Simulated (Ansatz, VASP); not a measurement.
# Two plane-wave programs on P

INCAR

```
SYSTEM = P
PREC = Accurate
ENCUT = 520
EDIFF = 1E-7
ISMEAR = 0
SIGMA = 0.1
LREAL = .False.
LASPH = .True.
NELM = 80
ALGO = Normal
ISIF = 2
LWAVE = .False.
LCHARG = .False.
GGA = PE
NBANDS = 42
```

KPOINTS

```
regular mesh
0
Gamma
  4 4 4
  0 0 0
```

POSCAR

```
P
1.0
   -3.6422948700      3.6422948700      3.6422948700
    3.6422948700     -3.6422948700      3.6422948700
    3.6422948700      3.6422948700     -3.6422948700
P
12
Direct
    0.2301970000      0.0776810100      0.6154950300
    0.8474840000      0.2698030000      0.8852980300
    0.6147019700      0.8845049700      0.9621859700
    0.4223189900      0.6525160000      0.5378140300
    0.2698030000      0.8852980300      0.8474840000
    0.8852980300      0.8474840000      0.2698030000
    0.6525160000      0.5378140300      0.4223189900
    0.6154950300      0.2301970000      0.0776810100
    0.5378140300      0.4223189900      0.6525160000
    0.8845049700      0.9621859700      0.6147019700
    0.0776810100      0.6154950300      0.2301970000
    0.9621859700      0.6147019700      0.8845049700
```

Input for Ansatz:

```yaml
crystal:
  lattice:
    - [-3.64229487, 3.64229487, 3.64229487]
    - [3.64229487, -3.64229487, 3.64229487]
    - [3.64229487, 3.64229487, -3.64229487]
  atoms:
    - { symbol: P, position: [0.230197, 0.07768101, 0.61549503] }
    - { symbol: P, position: [0.847484, 0.269803, 0.88529803] }
    - { symbol: P, position: [0.61470197, 0.88450497, 0.96218597] }
    - { symbol: P, position: [0.42231899, 0.652516, 0.53781403] }
    - { symbol: P, position: [0.269803, 0.88529803, 0.847484] }
    - { symbol: P, position: [0.88529803, 0.847484, 0.269803] }
    - { symbol: P, position: [0.652516, 0.53781403, 0.42231899] }
    - { symbol: P, position: [0.61549503, 0.230197, 0.07768101] }
    - { symbol: P, position: [0.53781403, 0.42231899, 0.652516] }
    - { symbol: P, position: [0.88450497, 0.96218597, 0.61470197] }
    - { symbol: P, position: [0.07768101, 0.61549503, 0.230197] }
    - { symbol: P, position: [0.96218597, 0.61470197, 0.88450497] }
basis:
  ecutwfc: 420
kpoints:
  mp_grid: { grid: [4, 4, 4] }
hamiltonian:
  xc: pbe
scf:
  occupations: { method: gaussian, width: 0.1 }
  lower_state_search: "off"
output:
  forces: true
  stress: true
  eigenvalues: true
```

Alike in both runs: task single point; functional PBE; k mesh 4 × 4 × 4; occupations gaussian, width 0.1 eV; no spin polarisation.

```csv
,VASP,Ansatz
version,VASP 6.6.1,Ansatz 0.2.0
potentials or method,"VASP PAW PBE potentials, release 64 (P), cutoff 520 eV","scalar-relativistic, plane waves, PAW"
valence electrons in the cell,60,60
```

```tsv
	VASP	Ansatz	Ansatz less VASP
gap on the k mesh at the Fermi level (eV)	none	none	-
rms of the force components (eV/Å)	1.764	1.839	+0.0742
```

Atom by atom the forces differ by 0.075 eV/Å (rms over components). A gap of «none» marks a metal or a gap that the smearing closes. The functional is the same, so the differences come from potentials, cutoffs and numerics.
